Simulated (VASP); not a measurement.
# Br (I4/mmm) in VASP: notebook, part 2 of 3

VASP 6.6.1. The steps go on from the part before.

## (3) Single point, PBE+D3(BJ)

This run uses another cell than the first one, of 27.11 Å³/atom.

Input file INCAR:

```
SYSTEM = Br
  PREC = Accurate
  ENCUT = 520
  EDIFF = 1E-6
  ISMEAR = 0
  SIGMA = 0.15
  LREAL = .False.
  LASPH = .True.
  NELM = 80
  ALGO = Fast
  ISIF = 2
  LWAVE = .False.
  LCHARG = .False.
  GGA = PE
  IVDW = 12
  NBANDS = 10
```

Input file KPOINTS:

```
regular mesh
0
Gamma
  22 22 22
  0 0 0
```

Input file POSCAR:

```
Br
1.0
   -1.4927500000      1.4927500000      3.0415500000
    1.4927500000     -1.4927500000      3.0415500000
    1.4927500000      1.4927500000     -3.0415500000
Br
1
Direct
    0.0000000000      0.0000000000      0.0000000000
```

Potentials or basis: VASP PAW PBE potentials, release 64 (Br).

Started as:

```sh
> cat potpaw_PBE.64/Br/POTCAR > POTCAR
> mpirun -np 1 vasp_std > vasp.out
```

OUTCAR:

```text
SYSTEM = Br
   PREC = Accurate
   ENCUT = 520
   EDIFF = 1E-6
   ISMEAR = 0
   LREAL = .False.
   LASPH = .True.
   NELM = 80
   ISIF = 2
   GGA = PE
   IVDW = 12
 IVDW          = 12

 ion  position               nearest neighbor table
   1  0.000  0.000  0.000-

  LATTYP: Found a body centered tetragonal cell.
 ALAT       =     2.9855000000
 C/A-ratio  =     2.0375481494

  Lattice vectors:

 A1 = (  -1.4927500000,   1.4927500000,   3.0415500000)
 A2 = (   1.4927500000,  -1.4927500000,   3.0415500000)
 A3 = (   1.4927500000,   1.4927500000,  -3.0415500000)

Analysis of symmetry for initial positions (statically):
=====================================================================
 Subroutine PRICEL returns:
 Original cell was already a primitive cell.

 Routine SETGRP: Setting up the symmetry group for a
 body centered tetragonal supercell.

 Subroutine GETGRP returns: Found 16 space group operations
 (whereof 16 operations were pure point group operations)
 out of a pool of 16 trial point group operations.

The static configuration has the point symmetry D_4h.

Analysis of symmetry for dynamics (positions and initial velocities):
=====================================================================
 Subroutine PRICEL returns:
 Original cell was already a primitive cell.

 Routine SETGRP: Setting up the symmetry group for a
 body centered tetragonal supercell.

 Subroutine GETGRP returns: Found 16 space group operations
 (whereof 16 operations were pure point group operations)
 out of a pool of 16 trial point group operations.

The dynamic configuration has the point symmetry D_4h.

 Subroutine INISYM returns: Found 16 space group operations
 (whereof 16 operations are pure point group operations),
 and found     1 'primitive' translations

----------------------------------------------------------------------------------------

                                     Primitive cell

[... 113 lines left out ...]
   GGA     = PE    functional components
   LHFCALC =     F    Hartree Fock is set to
   AEXX    =    0.0000 exact exchange contribution
   IVDW    =    12    specifies the selected vdW correction
   LEPSILON=     F    determine dielectric tensor
   LRPA    =     F    only Hartree local field effects (RPA)
 non-spin polarized calculation
 RMM-DIIS sequential band-by-band and
 Gauss-broadening in eV      SIGMA  =   0.15
  energy-cutoff  :      520.00
  volume of cell :       27.11
 maximum number of plane-waves:       751
   NGX = 13   NGY = 13   NGZ = 13

 number of electron       7.0000000 magnetization

 Free energy of the ion-electron system (eV)
  ---------------------------------------------------
  ext. energy  EPLUGINS =         0.00000000
  ---------------------------------------------------
  free energy    TOTEN  =        -1.31015385 eV

  energy without entropy =       -1.30408124  energy(sigma->0) =       -1.30711754

 E-fermi :   1.5259     XC(G=0):  -9.1035

 val. band max:        1.5215631338   @ k =  -0.3182  -0.3182   0.2273
 cond. band min:       1.5301033426   @ k =  -0.4091   0.5000   0.3182
 fundamental gap:      0.0085402088
 Fermi energy:         1.5258888426

 k-point     1 :       0.0000    0.0000    0.0000
  band No.  band energies     occupation
      1     -14.0893      2.00000
      2       1.0181      2.00000
      3       2.4755      0.00000
      4       2.4755      0.00000
      5       8.6430      0.00000
      6      12.1186      0.00000
      7      12.8910      0.00000
      8      16.1793      0.00000
      9      16.1793      0.00000
     10      18.2924      0.00000
[... 287 lines left out ...]
 k-point    24 :      -0.4545    0.0455    0.0000
  band No.  band energies     occupation
      1     -12.6450      2.00000
      2      -3.3021      2.00000
      3       0.3772      2.00000
      4       2.7882      0.00000
      5       8.7649      0.00000
      6      13.3964      0.00000
      7      15.0056      0.00000
      8      16.3103      0.00000
      9      18.8110      0.00000
     10      20.1065      0.00000

 [... further k-points ...]

------------------------ aborting loop because EDIFF is reached ----------------------------------------

 Edisp (eV)   -0.27316

 E8    (eV) :    -0.1093

  FORCE on cell =-STRESS in cart. coord.  units (eV):
  Direction    XX          YY          ZZ          XY          YZ          ZX
  --------------------------------------------------------------------------------------
  -------------------------------------------------------------------------------------
  Total      -1.00675    -1.00675     0.82458     0.00000     0.00000     0.00000
  in kB     -59.49808   -59.49808    48.73225     0.00000     0.00000     0.00000
  external pressure =      -23.42 kB  Pullay stress =        0.00 kB

 VOLUME and BASIS-vectors are now :
 -----------------------------------------------------------------------------
  energy-cutoff  :      520.00
  volume of cell :       27.11
      direct lattice vectors                 reciprocal lattice vectors
    -1.492750000  1.492750000  3.041550000     0.000000000  0.334952269  0.164389867
     1.492750000 -1.492750000  3.041550000     0.334952269  0.000000000  0.164389867
     1.492750000  1.492750000 -3.041550000     0.334952269  0.334952269  0.000000000

 POSITION                                       TOTAL-FORCE (eV/Angst)
 -----------------------------------------------------------------------------------
      0.00000      0.00000      0.00000         0.000000     -0.000000     -0.000000
 -----------------------------------------------------------------------------------
    total drift:                                0.000000      0.000000     -0.000000

  FREE ENERGIE OF THE ION-ELECTRON SYSTEM (eV)
  ---------------------------------------------------
  free  energy   TOTEN  =        -1.5833089798 eV

  energy  without entropy=       -1.5772363795  energy(sigma->0) =       -1.58027268
```

OSZICAR:

```text
N       E                     dE             d eps       ncg     rms          rms(c)
DAV:   1     0.206144590654E+02    0.20614E+02   -0.29157E+03 16720   0.539E+02
DAV:   2    -0.517488725690E+00   -0.21132E+02   -0.20582E+02 21454   0.965E+01
DAV:   3    -0.135295341401E+01   -0.83546E+00   -0.82449E+00 20228   0.177E+01
DAV:   4    -0.135559249838E+01   -0.26391E-02   -0.26388E-02 20280   0.120E+00
DAV:   5    -0.135559947602E+01   -0.69776E-05   -0.69775E-05 19806   0.601E-02    0.454E+00
RMM:   6    -0.132343038486E+01    0.32169E-01   -0.12669E-02 16903   0.679E-01    0.274E+00
RMM:   7    -0.130999209140E+01    0.13438E-01   -0.30596E-02 18383   0.113E+00    0.164E-01
RMM:   8    -0.131012531958E+01   -0.13323E-03   -0.21536E-03 19014   0.403E-01    0.153E-02
RMM:   9    -0.131015332983E+01   -0.28010E-04   -0.29491E-04 20432   0.151E-01    0.221E-02
RMM:  10    -0.131015332129E+01    0.85350E-08   -0.37528E-05 19751   0.516E-02    0.439E-03
RMM:  11    -0.131015384514E+01   -0.52385E-06   -0.71890E-06 19390   0.227E-02
   1 F= -.15833090E+01 E0= -.15802727E+01  d E =-.607260E-02
```

It took 4.2 min on 1 thread of Oxide Virtual Turin-like, shared host; peak memory 0.3 GiB.

What came out:

| Property | Result |
| --- | --- |
| Free energy | -1.5833 eV |
| Pressure | -2.3 GPa |
| Band gap on the k mesh | zero (an odd number of electrons rules out a gap without spin polarisation) |
| Dispersion energy per atom | -0.273 eV |

Levels at points of the mesh, in eV from the Fermi level:
| k point | band 1 | band 2 | band 3 | band 4 | band 5 | band 6 | band 7 | band 8 | band 9 |
| --- | --- | --- | --- | --- | --- | --- | --- | --- | --- |
| (0.00, 0.00, 0.00) | -15.62 | -0.51 | 0.95 | 0.95 | 7.12 | 10.59 | 11.37 | 14.65 | 14.65 |
| (0.50, 0.00, 0.00) | -14.14 | -4.97 | -1.19 | 1.42 | 7.11 | 11.67 | 14.46 | 14.67 | 17.29 |
| (0.50, 0.50, 0.00) | -13.05 | -4.01 | -3.13 | -0.56 | 6.01 | 7.97 | 15.43 | 15.68 | 16.50 |
| (0.50, 0.50, 0.50) | -14.92 | -4.33 | 0.40 | 0.40 | 8.48 | 9.09 | 14.97 | 20.28 | 20.28 |

Caveat: the stress differs along the axes, from -6 to 5 GPa; an odd number of electrons without spin polarisation forces a metal; a magnetic or distorted state may lie lower.

## (4) Single point, PBE+D3(BJ)

This run uses another cell than the first one, of 27.17 Å³/atom.

Input file INCAR:

```
SYSTEM = Br
ALGO     = Fast           ! electronic algorithm
EDIFF    = 1E-6           ! SCF threshold, eV
ENCUT    = 520            ! plane-wave cutoff, eV
GGA      = PE             ! functional
ISIF     = 2              ! what is computed and relaxed
ISMEAR   = 0              ! smearing method
IVDW     = 12             ! dispersion correction
LASPH    = .TRUE.         ! aspherical terms in the spheres
LCHARG   = .TRUE.         ! write CHGCAR
LELF     = .TRUE.         ! ELF
LREAL    = .FALSE.        ! projectors in reciprocal space
LVHAR    = .TRUE.       
LWAVE    = .FALSE.        ! write WAVECAR
NBANDS   = 10             ! bands
NELM     = 60             ! most SCF steps
PREC     = Accurate       ! precision mode
SIGMA    = 0.15           ! smearing width, eV
```

Input file KPOINTS:

```
k-points
0
G
  22 22 22
  0 0 0
```

Input file POSCAR:

```
Br
1.0
   -1.3505500000      1.3505500000      3.7237500000
    1.3505500000     -1.3505500000      3.7237500000
    1.3505500000      1.3505500000     -3.7237500000
Br
1
Direct
    0.0000000000      0.0000000000      0.0000000000
```

Potentials or basis: VASP PAW PBE potentials, release 64 (Br).

Started as:

```sh
> cat potpaw_PBE.64/Br/POTCAR > POTCAR
> mpirun -np 1 vasp_std > vasp.out
```

OUTCAR:

```text
SYSTEM = Br
   EDIFF = 1E-6
   ENCUT = 520
   GGA = PE
   ISIF = 2
   ISMEAR = 0
   IVDW = 12
   LASPH = .TRUE.
   LREAL = .FALSE.
   NELM = 60
   PREC = Accurate
 IVDW          = 12

 ion  position               nearest neighbor table
   1  0.000  0.000  0.000-

  LATTYP: Found a body centered tetragonal cell.
 ALAT       =     2.7011000000
 C/A-ratio  =     2.7572100255

  Lattice vectors:

 A1 = (  -1.3505500000,   1.3505500000,   3.7237500000)
 A2 = (   1.3505500000,  -1.3505500000,   3.7237500000)
 A3 = (   1.3505500000,   1.3505500000,  -3.7237500000)

[... 494 lines left out ...]
------------------------ aborting loop because EDIFF is reached ----------------------------------------

 Edisp (eV)   -0.26363

 E8    (eV) :    -0.1036

  FORCE on cell =-STRESS in cart. coord.  units (eV):
  Direction    XX          YY          ZZ          XY          YZ          ZX
  --------------------------------------------------------------------------------------
  -------------------------------------------------------------------------------------
  Total       1.85503     1.85503    -0.15202     0.00000     0.00000     0.00000
  in kB     109.39553   109.39553    -8.96513     0.00000     0.00000     0.00000
  external pressure =       69.94 kB  Pullay stress =        0.00 kB

 VOLUME and BASIS-vectors are now :
 -----------------------------------------------------------------------------
  energy-cutoff  :      520.00
  volume of cell :       27.17
      direct lattice vectors                 reciprocal lattice vectors
    -1.350550000  1.350550000  3.723750000     0.000000000  0.370219540  0.134273246
     1.350550000 -1.350550000  3.723750000     0.370219540  0.000000000  0.134273246
     1.350550000  1.350550000 -3.723750000     0.370219540  0.370219540  0.000000000

 POSITION                                       TOTAL-FORCE (eV/Angst)
 -----------------------------------------------------------------------------------
      0.00000      0.00000      0.00000         0.000000      0.000000     -0.000000
 -----------------------------------------------------------------------------------
    total drift:                                0.000000      0.000000      0.000000

  FREE ENERGIE OF THE ION-ELECTRON SYSTEM (eV)
  ---------------------------------------------------
  free  energy   TOTEN  =        -1.6052735550 eV

  energy  without entropy=       -1.6002748227  energy(sigma->0) =       -1.60277419
```

OSZICAR:

```text
N       E                     dE             d eps       ncg     rms          rms(c)
DAV:   1     0.219542228138E+02    0.21954E+02   -0.29171E+03 16728   0.539E+02
DAV:   2    -0.503035244766E+00   -0.22457E+02   -0.21644E+02 21840   0.990E+01
DAV:   3    -0.137508714738E+01   -0.87205E+00   -0.86748E+00 20402   0.182E+01
DAV:   4    -0.137808345673E+01   -0.29963E-02   -0.29958E-02 20252   0.128E+00
DAV:   5    -0.137809270597E+01   -0.92492E-05   -0.92491E-05 20310   0.676E-02    0.889E+00
RMM:   6    -0.135205026581E+01    0.26042E-01   -0.11516E-02 16983   0.635E-01    0.532E+00
RMM:   7    -0.134154958465E+01    0.10501E-01   -0.27989E-02 18297   0.106E+00    0.114E-01
RMM:   8    -0.134163564066E+01   -0.86056E-04   -0.17327E-03 19385   0.369E-01    0.304E-02
RMM:   9    -0.134164385359E+01   -0.82129E-05   -0.15141E-04 20302   0.119E-01    0.106E-02
RMM:  10    -0.134164530788E+01   -0.14543E-05   -0.18499E-05 20603   0.378E-02    0.326E-03
RMM:  11    -0.134164577027E+01   -0.46239E-06   -0.38302E-06 18464   0.170E-02
   1 F= -.16052736E+01 E0= -.16027742E+01  d E =-.499873E-02
```

Run time: 5.2 min. Hardware: 1 thread of Oxide Virtual Turin-like, shared host; peak memory 0.32 GiB.

Results:

```yaml
Free_energy: -1.6053 eV
Pressure: 7.0 GPa
Band_gap_on_the_k_mesh: zero (an odd number of electrons rules out a gap without spin polarisation)
Dispersion_energy_per_atom: -0.264 eV
```

Levels at points of the mesh, in eV from the Fermi level:
```
           k point  band 1  band 2  band 3  band 4  band 5  band 6  band 7  band 8  band 9
(0.00, 0.00, 0.00)  -17.53   -3.61    1.11    1.11    4.32    9.29   10.47   16.62   16.62
(0.50, 0.00, 0.00)  -15.34   -7.27   -2.59    2.37    5.52   12.04   12.25   13.52   15.39
(0.50, 0.50, 0.00)  -13.23   -5.52   -5.33   -0.89    4.46    8.03   11.41   13.34   14.18
(0.50, 0.50, 0.50)  -17.35   -5.48    1.00    1.00    8.95    9.84   10.67   15.00   19.07
```

Caveat: the stress differs along the axes, from -1 to 11 GPa; an odd number of electrons without spin polarisation forces a metal; a magnetic or distorted state may lie lower.

(Part 2 of 3 ends here.)
